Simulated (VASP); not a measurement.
# HfB3 in VASP: a series of runs, part 2 of 2

VASP 6.6.1. The steps go on from the part before.

### Step 4. Single point, PBE

This run uses another cell than the first one: it holds 8 atoms, not 4.

Contents of INCAR:

```
SYSTEM = HfB3
PREC = Accurate
ENCUT = 520
EDIFF = 1E-6
ISMEAR = 0
SIGMA = 0.2
LREAL = .FALSE.
LASPH = .TRUE.
NELM = 80
ALGO = Normal
ISIF = 2
LWAVE = .FALSE.
LCHARG = .FALSE.
GGA = PE
NBANDS = 29
```

Contents of KPOINTS:

```
regular mesh
0
G
  8 4 4
  0 0 0
```

Contents of POSCAR:

```
HfB3
1.0
   -0.0002611418      3.0311358625      0.0015482826
    0.0009440393     -0.0010252225      5.1392209745
    5.2487576993      0.0005825460     -0.0009754043
Hf B
2 6
Direct
    0.2500219276      0.0000022871      0.0419030726
   -0.2500160869     -0.0000002657      0.5418966365
   -0.2500178937      0.4999906319      0.5420060307
    0.2500388168      0.5000096873      0.0420196042
    0.7499808120      0.6546557803      0.2080154452
    0.2499385309      0.6546580629      0.7080724551
    0.7500672701      0.3453386851      0.2080015483
    0.2499866231      0.3453451311      0.7080852074
```

Potentials or basis: VASP PAW PBE potentials, release 64 (Hf_pv, B).

On the command line:

```bash
$ cat potpaw_PBE.64/Hf_pv/POTCAR potpaw_PBE.64/B/POTCAR > POTCAR
$ mpirun -np 1 vasp_std > vasp.out
```

OUTCAR:

```text
SYSTEM = HfB3
   PREC = Accurate
   ENCUT = 520
   EDIFF = 1E-6
   ISMEAR = 0
   LREAL = .FALSE.
   LASPH = .TRUE.
   NELM = 80
   ISIF = 2
   GGA = PE

 ion  position               nearest neighbor table
   1  0.250  0.000  0.042-   7 2.49   5 2.49   7 2.49   5 2.49   8 2.49   6 2.49   4 2.57   4 2.57
                             2 3.03   2 3.03   2 3.03   2 3.03
   2  0.750  1.000  0.542-   6 2.49   8 2.49   8 2.49   6 2.49   5 2.49   7 2.49   3 2.57   3 2.57
                             1 3.03   1 3.03   1 3.03   1 3.03
   3  0.750  0.500  0.542-   8 1.92   6 1.92   6 1.92   8 1.92   5 1.92   7 1.92   2 2.57   2 2.57

   4  0.250  0.500  0.042-   7 1.92   5 1.92   5 1.92   7 1.92   8 1.92   6 1.92   1 2.57   1 2.57
[... 1007 lines left out ...]
  in kB       -1.2105188     -2.8887162      0.5463147     -0.0302377     -0.4734576      0.0034210
  external PRESSURE =      -1.1843068 kB  Pullay stress =       0.0000000 kB

 VOLUME and BASIS-vectors are now :
 -----------------------------------------------------------------------------
  energy-cutoff  :      520.00
  volume of cell :       81.76
      direct lattice vectors                 reciprocal lattice vectors
    -0.000261142  3.031135863  0.001548283    -0.000036604  0.329909293  0.000065820
     0.000944039 -0.001025223  5.139220974     0.000036171 -0.000099388  0.194581994
     5.248757699  0.000582546 -0.000975404     0.190521265  0.000016432 -0.000034994

 POSITION                                       TOTAL-FORCE (eV/Angst)
 -----------------------------------------------------------------------------------
      0.21987      0.75787      0.00036         0.003916     -0.000114     -0.000325
      2.84503      2.27259      5.13985         0.004215      0.000209      0.000067
      2.84513      2.27310      2.57019        -0.008725      0.000081      0.000482
      0.22096      0.75741      2.57001        -0.010545     -0.001026     -0.000501
      1.09224      2.27274      3.36538         0.004482      0.000460      0.022569
      3.71705      0.75734      3.36413         0.001086      0.000601      0.022670
      1.09188      2.27332      1.77573         0.005058     -0.000564     -0.022104
      3.71683      0.75780      1.77450         0.000513      0.000352     -0.022857
 -----------------------------------------------------------------------------------
    total drift:                                0.000293      0.000001      0.000004

  FREE ENERGIE OF THE ION-ELECTRON SYSTEM (eV)
  ---------------------------------------------------
  free  energy   TOTEN  =       -61.4629749205 eV

  energy  without entropy=      -61.3568543067  energy(sigma->0) =      -61.40991461
```

stdout:

```text
POSCAR found type information on POSCAR HfB
 POSCAR found :  2 types and       8 ions
 scaLAPACK will be used
 -----------------------------------------------------------------------------
|                                                                             |
|           W    W    AA    RRRRR   N    N  II  N    N   GGGG   !!!           |
[... 37 lines left out ...]
|     Results are often still useful ...                                      |
|                                                                             |
 -----------------------------------------------------------------------------

 POSCAR, INCAR and KPOINTS ok, starting setup
 FFT: planning ... GRIDC
 FFT: planning ... GRID_SOFT
 FFT: planning ... GRID
 WAVECAR not read
 entering main loop
```

It took 3.9 min on 1 thread of AMD EPYC 7R43 (Zen 3), shared host; peak memory 0.23 GiB.

What came out:

```yaml
Free_energy: -61.4630 eV
Pressure: -0.1 GPa
Largest_force: 0.023 eV/Å
Band_gap_on_the_k_mesh: zero (band 19 reaches 6.18 eV, above the bottom of band 20 at 4.55 eV)
```

Forces in eV/Å, atoms in the order of the input:
```
Hf   0.004  0.000  0.000
Hf   0.004  0.000  0.000
B   -0.009  0.000  0.000
B   -0.011 -0.001 -0.001
B    0.004  0.000  0.023
B    0.001  0.001  0.023
B    0.005 -0.001 -0.022
B    0.001  0.000 -0.023
```

Stress tensor (GPa, compression positive):
```
-0.12  0.00  0.00
 0.00 -0.29 -0.05
 0.00 -0.05  0.05
```

Levels at points of the mesh, in eV from the Fermi level:
| k point | band 15 | band 16 | band 17 | band 18 | band 19 | band 20 | band 21 | band 22 | band 23 | band 24 |
| --- | --- | --- | --- | --- | --- | --- | --- | --- | --- | --- |
| (0.00, 0.00, 0.00) | -2.23 | -0.27 | -0.24 | 0.21 | 0.54 | 1.78 | 2.44 | 2.45 | 4.02 | 4.04 |
| (0.50, 0.00, 0.00) | -2.52 | -2.52 | -1.24 | -1.24 | -0.32 | -0.32 | 0.57 | 0.57 | 4.40 | 4.40 |
| (0.00, 0.50, 0.00) | -2.35 | -1.07 | -0.89 | -0.29 | -0.25 | 1.71 | 1.71 | 4.66 | 4.86 | 5.09 |
| (0.50, 0.50, 0.00) | -2.31 | -2.31 | -2.04 | -2.04 | -0.23 | -0.22 | 3.29 | 3.29 | 3.45 | 3.46 |
| (0.00, 0.00, 0.50) | -1.44 | -1.44 | 0.02 | 0.02 | 0.26 | 0.26 | 2.67 | 2.67 | 3.03 | 3.03 |
| (0.50, 0.00, 0.50) | -2.30 | -2.30 | -2.23 | -2.23 | 0.20 | 0.20 | 1.79 | 1.79 | 4.39 | 4.40 |
| (0.00, 0.50, 0.50) | -1.75 | -1.75 | -1.61 | -1.61 | -0.12 | -0.12 | 3.36 | 3.36 | 5.42 | 5.42 |
| (0.50, 0.50, 0.50) | -2.67 | -2.67 | -2.36 | -2.36 | -0.89 | -0.89 | 4.68 | 4.68 | 4.87 | 4.87 |

Caveat: spin-orbit coupling is left out, which moves the levels of the heavy elements.

### Step 5. Summary

```tsv
cell	k mesh	smearing	gap on the mesh (eV)	pressure (GPa)	largest force (eV/Å)
a = 3.031, b = 3.031, c = 5.139 Å, angles 90.0, 90.0, 120.0°, 4 atoms	6 × 6 × 4	gaussian 0.1 eV	none	0.3	0.23
a = 3.032, b = 3.032, c = 5.137 Å, angles 90.0, 90.0, 120.0°, 4 atoms	18 × 18 × 10	gaussian 0.1 eV	none	-0.1	0.03
a = 3.031, b = 5.139, c = 5.249 Å, 8 atoms	8 × 4 × 4	gaussian 0.2 eV	none	-0.1	0.02
```

Alike in all rows: task single point; level PBE; potentials or basis VASP PAW PBE potentials, release 64 (Hf_pv, B); no spin polarisation; cutoff (eV) 520.

Caveats: some runs use coarse meshes; spin-orbit coupling is left out, which moves the levels of the heavy elements.

Total energies depend on the potentials used, so only differences within one code and one set of settings carry meaning.
